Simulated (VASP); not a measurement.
# SnSe (Fm-3m) in VASP: further runs, part 2 of 2

VASP 6.6.1. The steps go on from the part before.

## 3. Single point, revPBE

This run uses another cell than the first one, of 25.63 Å³/atom, 1.013 times its volume.

Input file INCAR:

```
SYSTEM = SnSe
ALGO = Normal
EDIFF = 1E-6
ENCUT = 520
GGA = RE
ISIF = 2
ISMEAR = -1
LASPH = .True.
LCHARG = .True.
LELF = .True.
LREAL = .False.
LVHAR = .True.
LWAVE = .False.
NBANDS = 17
NELM = 100
PREC = Accurate
SIGMA = 0.05
```

Input file KPOINTS:

```
k-points
0
Gamma
  8 8 8
  0 0 0
```

Input file POSCAR:

```
SnSe
1.0
    0.0000000000      2.9485541872      2.9485541872
    2.9485541872      0.0000000000      2.9485541872
    2.9485541872      2.9485541872      0.0000000000
Sn Se
1 1
Direct
    0.0000000000      0.0000000000      0.0000000000
    0.5000000000      0.5000000000      0.5000000000
```

Potentials or basis: VASP PAW PBE potentials, release 64 (Sn_d, Se).

Run with:

```sh
cat potpaw_PBE.64/Sn_d/POTCAR potpaw_PBE.64/Se/POTCAR > POTCAR
mpirun -np 1 vasp_std > vasp.out
```

OUTCAR:

```text
SYSTEM = SnSe
   EDIFF = 1E-6
   ENCUT = 520
   GGA = RE
   ISIF = 2
   ISMEAR = -1
   LASPH = .True.
   LREAL = .False.
   NELM = 100
   PREC = Accurate

 ion  position               nearest neighbor table
   1  0.000  0.000  0.000-   2 2.95   2 2.95   2 2.95   2 2.95   2 2.95   2 2.95
   2  0.500  0.500  0.500-   1 2.95   1 2.95   1 2.95   1 2.95   1 2.95   1 2.95

  LATTYP: Found a face centered cubic cell.
 ALAT       =     5.8971083744

  Lattice vectors:

 A1 = (   0.0000000000,   2.9485541872,   2.9485541872)
 A2 = (   2.9485541872,   0.0000000000,   2.9485541872)
 A3 = (   2.9485541872,   2.9485541872,   0.0000000000)

Analysis of symmetry for initial positions (statically):
=====================================================================
 Subroutine PRICEL returns:
 Original cell was already a primitive cell.

 Routine SETGRP: Setting up the symmetry group for a
 face centered cubic supercell.

 Subroutine GETGRP returns: Found 48 space group operations
[... 9 lines left out ...]

 Routine SETGRP: Setting up the symmetry group for a
 face centered cubic supercell.

 Subroutine GETGRP returns: Found 48 space group operations
[... 11 lines left out ...]
                                     Primitive cell

  volume of cell :      51.2693

  direct lattice vectors                    reciprocal lattice vectors
     0.000000000  2.948554187  2.948554187    -0.169574635  0.169574635  0.169574635
     2.948554187  0.000000000  2.948554187     0.169574635 -0.169574635  0.169574635
     2.948554187  2.948554187  0.000000000     0.169574635  0.169574635 -0.169574635

  length of vectors
     4.169885321  4.169885321  4.169885321     0.293711883  0.293711883  0.293711883

  position of ions in fractional coordinates (direct lattice)
     0.000000000  0.000000000  0.000000000
     0.500000000  0.500000000  0.500000000

  ion indices of the primitive-cell ions
   primitive index   ion index
                 1           1
                 2           2

----------------------------------------------------------------------------------------

 KPOINTS: k-points

Automatic generation of k-mesh.
 Grid dimensions read from file:
 generate k-points for:    8    8    8

 Generating k-lattice:

  Cartesian coordinates                     Fractional coordinates (reciprocal lattice)
    -0.021196829  0.021196829  0.021196829     0.125000000  0.000000000  0.000000000
     0.021196829 -0.021196829  0.021196829     0.000000000  0.125000000  0.000000000
     0.021196829  0.021196829 -0.021196829     0.000000000  0.000000000  0.125000000

  Length of vectors
     0.036713985  0.036713985  0.036713985

  Shift w.r.t. Gamma in fractional coordinates (k-lattice)
     0.000000000  0.000000000  0.000000000

 Subroutine IBZKPT returns following result:
 ===========================================

 Found     29 irreducible k-points:

 Following reciprocal coordinates:
            Coordinates               Weight
  0.000000  0.000000  0.000000      1.000000
  0.125000  0.000000  0.000000      8.000000
  0.250000  0.000000  0.000000      8.000000
  0.375000  0.000000  0.000000      8.000000
  0.500000  0.000000  0.000000      4.000000
  0.125000  0.125000  0.000000      6.000000
[... 16 lines left out ...]
  0.500000  0.250000  0.125000     48.000000
 -0.375000  0.250000  0.125000     24.000000
 [... further k-points ...]
   k-points           NKPTS =     29   k-points in BZ     NKDIM =     29   number of bands    NBANDS=     17
   number of dos      NEDOS =    301   number of ions     NIONS =      2
   total plane-waves  NPLWV =  32768
   dimension x,y,z NGX =    32 NGY =   32 NGZ =   32
   dimension x,y,z NGXF=    64 NGYF=   64 NGZF=   64
   ions per type =               1   1
   NGX,Y,Z   is equivalent  to a cutoff of  12.76, 12.76, 12.76 a.u.
   NGXF,Y,Z  is equivalent  to a cutoff of  25.52, 25.52, 25.52 a.u.
 SYSTEM =  SnSe
   PREC   = accura    normal or accurate (medium, high low for compatibility)
   ISTART =      0    job   : 0-new  1-cont  2-samecut
   ICHARG =      2    charge: 1-file 2-atom 10-const
   ISPIN  =      1    spin polarized calculation?
   LNONCOLLINEAR =      F non collinear calculations
   LSORBIT =      F    spin-orbit coupling
   LASPH  =      T    aspherical Exc in radial PAW
   ENCUT  =  520.0 eV  38.22 Ry    6.18 a.u.   7.75  7.75  7.75*2*pi/ulx,y,z
   NELM   =    100;   NELMIN=  2; NELMDL= -5     # of ELM steps
   EDIFF  = 0.1E-05   stopping-criterion for ELM
   LREAL  =      F    real-space projection
   EDIFFG = 0.1E-04   stopping-criterion for IOM
   NSW    =      0    number of steps for IOM
   IBRION =     -1    ionic relax: 0-MD 1-quasi-New 2-CG
   NFREE  =      0    steps in history (QN), initial steepest desc. (CG)
   ISIF   =      2    stress and relaxation
   ISYM   =      2    0-nonsym 1-usesym 2-fastsym
   POTIM  = 0.5000    time-step for ionic-motion
   TEBEG  =    0.0;   TEEND  =   0.0 temperature during run
   PSTRESS=    0.0 pullay stress
   NELECT =      20.0000    total number of electrons
   NUPDOWN=      -1.0000    fix difference up-down
   EMIN   =  10.00;   EMAX   =-10.00  energy-range for DOS
   EFERMI =   0.00;   METHOD = LEGACY
   ISMEAR =    -1;   SIGMA  =   0.05  broadening in eV -4-tet -1-fermi 0-gaus
   EFERMI_NEDOS =   21; number of points for ismear=-14 and -15
   IALGO  =     38    algorithm
   IMIX   =      4    mixing-type and parameters
     AMIX     =   0.40;   BMIX     =  1.00
     AMIX_MAG =   1.60;   BMIX_MAG =  1.00
  volume/ion in A,a.u.               =      25.63       172.99
  Fermi-wavevector in a.u.,A,eV,Ry     =   1.196187  2.260466 19.468075  1.430863
  Thomas-Fermi vector in A             =   2.332134
   LORBIT       =      0    0 simple, 1 ext, 2 COOP (PROOUT), +10 PAW based schemes
   GGA     = RE    functional components
   LHFCALC =     F    Hartree Fock is set to
   AEXX    =    0.0000 exact exchange contribution
   IVDW    =     0    specifies the selected vdW correction
   LEPSILON=     F    determine dielectric tensor
   LRPA    =     F    only Hartree local field effects (RPA)
 non-spin polarized calculation
  energy-cutoff  :      520.00
  volume of cell :       51.27
 maximum number of plane-waves:      1411
   NGX = 15   NGY = 15   NGZ = 15

 number of electron      19.9999999 magnetization

 Free energy of the ion-electron system (eV)
  ---------------------------------------------------
  ext. energy  EPLUGINS =         0.00000000
  ---------------------------------------------------
  free energy    TOTEN  =        -7.52370937 eV

  energy without entropy =       -7.52367843  energy(sigma->0) =       -7.52369390

 E-fermi :   6.7212     XC(G=0):  -9.8023

 val. band max:        6.3733244002   @ k =   0.5000   0.0000   0.0000
 cond. band min:       7.1183643422   @ k =  -0.3750   0.1250   0.0000
 fundamental gap:      0.7450399420
 Fermi energy:         6.7212474531

 k-point     1 :       0.0000    0.0000    0.0000
  band No.  band energies     occupation
      1     -15.2725      2.00000
      2     -15.2725      2.00000
      3     -15.2725      2.00000
      4     -15.2709      2.00000
      5     -15.2709      2.00000
      6      -7.9154      2.00000
[... 9 lines left out ...]
     16      12.1695      0.00000
     17      14.5831      0.00000

 k-point     2 :       0.1250    0.0000    0.0000
  band No.  band energies     occupation
      1     -15.2729      2.00000
      2     -15.2729      2.00000
      3     -15.2720      2.00000
      4     -15.2696      2.00000
      5     -15.2696      2.00000
      6      -7.7930      2.00000
[... 9 lines left out ...]
     16      12.5663      0.00000
     17      15.7183      0.00000

 k-point     3 :       0.2500    0.0000    0.0000
  band No.  band energies     occupation
      1     -15.2766      2.00000
      2     -15.2766      2.00000
      3     -15.2710      2.00000
      4     -15.2639      2.00000
      5     -15.2639      2.00000
      6      -7.4603      2.00000
[... 392 lines left out ...]
 k-point    23 :       0.5000    0.2500    0.1250
  band No.  band energies     occupation
      1     -15.2882      2.00000
      2     -15.2744      2.00000
      3     -15.2697      2.00000
      4     -15.2596      2.00000
      5     -15.2563      2.00000
      6      -6.8369      2.00000
[... 9 lines left out ...]
     16      16.2593      0.00000
     17      17.7620      0.00000

 k-point    24 :      -0.3750    0.2500    0.1250
  band No.  band energies     occupation
      1     -15.2894      2.00000
      2     -15.2757      2.00000
      3     -15.2662      2.00000
      4     -15.2612      2.00000
      5     -15.2545      2.00000
      6      -6.6674      2.00000
[... 9 lines left out ...]
     16      17.3904      0.00000
     17      17.3973      0.00000

 [... further k-points ...]
[... 5 lines left out ...]
  --------------------------------------------------------------------------------------
  -------------------------------------------------------------------------------------
  Total        1.8885189      1.8885189      1.8885189     -0.0000000      0.0000000      0.0000000
  in kB       59.0166528     59.0166528     59.0166528     -0.0000000      0.0000000      0.0000000
  external PRESSURE =      59.0166528 kB  Pullay stress =       0.0000000 kB

 VOLUME and BASIS-vectors are now :
 -----------------------------------------------------------------------------
  energy-cutoff  :      520.00
  volume of cell :       51.27
      direct lattice vectors                 reciprocal lattice vectors
     0.000000000  2.948554187  2.948554187    -0.169574635  0.169574635  0.169574635
     2.948554187  0.000000000  2.948554187     0.169574635 -0.169574635  0.169574635
     2.948554187  2.948554187  0.000000000     0.169574635  0.169574635 -0.169574635

 POSITION                                       TOTAL-FORCE (eV/Angst)
 -----------------------------------------------------------------------------------
      0.00000      0.00000      0.00000        -0.000000     -0.000000     -0.000000
      2.94855      2.94855      2.94855         0.000000      0.000000      0.000000
 -----------------------------------------------------------------------------------
    total drift:                                0.000000     -0.000000     -0.000000

  FREE ENERGIE OF THE ION-ELECTRON SYSTEM (eV)
  ---------------------------------------------------
  free  energy   TOTEN  =        -7.5237093699 eV

  energy  without entropy=       -7.5236784300  energy(sigma->0) =       -7.52369390
```

Run time: 21 s. Hardware: 1 thread of Intel Xeon Platinum 8488C (Sapphire Rapids), shared host; peak memory 0.18 GiB.

What came out:

```yaml
Free_energy: -7.5237 eV
Pressure: 5.9 GPa
Band_gap_on_the_k_mesh: 0.75 eV, indirect (least direct gap 0.85 eV)
```

Levels at points of the mesh, in eV from the valence-band top:
```csv
k point,band 6,band 7,band 8,band 9,band 10,band 11,band 12,band 13,band 14,band 15
"(0.00, 0.00, 0.00)",-14.29,-4.80,-2.38,-2.38,-2.38,4.59,4.59,4.59,5.80,5.80
"(0.50, 0.00, 0.00)",-13.22,-8.35,-2.12,-2.12,0.00,0.85,1.23,1.23,8.48,10.27
"(0.50, 0.50, 0.00)",-12.88,-5.98,-5.90,-3.94,-3.94,2.84,5.74,5.74,6.42,10.61
```

Caveat: the PAW data sets were made with another functional, which shifts forces and pressure a little; spin-orbit coupling is left out, which moves the levels of the heavy elements. A k mesh can miss the band edges.

## 4. Single point, BLYP+D3(BJ)

This run uses another cell than the first one, of 25.63 Å³/atom, 1.013 times its volume.

Input file INCAR:

```
SYSTEM = SnSe
  AGGAC = 1.0
  AGGAX = 1.0
  ALDAC = 0.0
  ALDAX = 1.0
  ALGO = Normal
  EDIFF = 1E-7
  ENCUT = 520
  GGA = B5
  ISIF = 2
  ISMEAR = -1
  IVDW = 12
  LASPH = .True.
  LCHARG = .True.
  LELF = .True.
  LREAL = .False.
  LVHAR = .True.
  LWAVE = .False.
  NBANDS = 17
  NELM = 60
  PREC = Accurate
  SIGMA = 0.05
  VDW_A1 = 0.4298
  VDW_A2 = 4.2359
  VDW_S6 = 1.0
  VDW_S8 = 2.6996
```

KPOINTS is that of step 3.

POSCAR is that of step 3.

Run with:

```sh
cat potpaw_PBE.64/Sn_d/POTCAR potpaw_PBE.64/Se/POTCAR > POTCAR
mpirun -np 1 vasp_std > vasp.out
```

It took 31 s on 1 thread of Intel Xeon Platinum 8488C (Sapphire Rapids), shared host; peak memory 0.19 GiB.

It converged, with:

```
Free energy                : -8.5897 eV
Pressure                   : 3.6 GPa
Band gap on the k mesh     : 0.66 eV, direct
Dispersion energy per atom : -0.872 eV
```

Levels at points of the mesh, in eV from the valence-band top:
| k point | band 8 | band 9 | band 10 | band 11 | band 12 | band 13 |
| --- | --- | --- | --- | --- | --- | --- |
| (0.00, 0.00, 0.00) | -2.45 | -2.45 | -2.45 | 4.38 | 4.38 | 4.38 |
| (0.50, 0.00, 0.00) | -2.16 | -2.16 | 0.00 | 0.66 | 1.13 | 1.13 |
| (0.50, 0.50, 0.00) | -5.88 | -3.98 | -3.98 | 3.08 | 5.53 | 5.53 |

Caveat: the PAW data sets were made with another functional, which shifts forces and pressure a little; spin-orbit coupling is left out, which moves the levels of the heavy elements. A k mesh can miss the band edges.

## 5. The runs side by side

| level | cell | gap on the mesh (eV) | pressure (GPa) |
| --- | --- | --- | --- |
| PBEsol+D3(BJ) | a = 4.152 Å, angles 60.0°, 2 atoms | 0.74 | 0.0 |
| revPBE | a = 4.170 Å, angles 60.0°, 2 atoms | 0.75 | 5.9 |
| BLYP+D3(BJ) | a = 4.170 Å, angles 60.0°, 2 atoms | 0.66 | 3.6 |

Alike in all rows: task single point; potentials or basis VASP PAW PBE potentials, release 64 (Sn_d, Se); no spin polarisation; k mesh 8 × 8 × 8; cutoff (eV) 520; smearing fermi-dirac 0.05 eV.

Caveats: the PAW data sets were made with another functional, which shifts forces and pressure a little; spin-orbit coupling is left out, which moves the levels of the heavy elements.

Absolute energies hang on the potentials; compare differences alone.
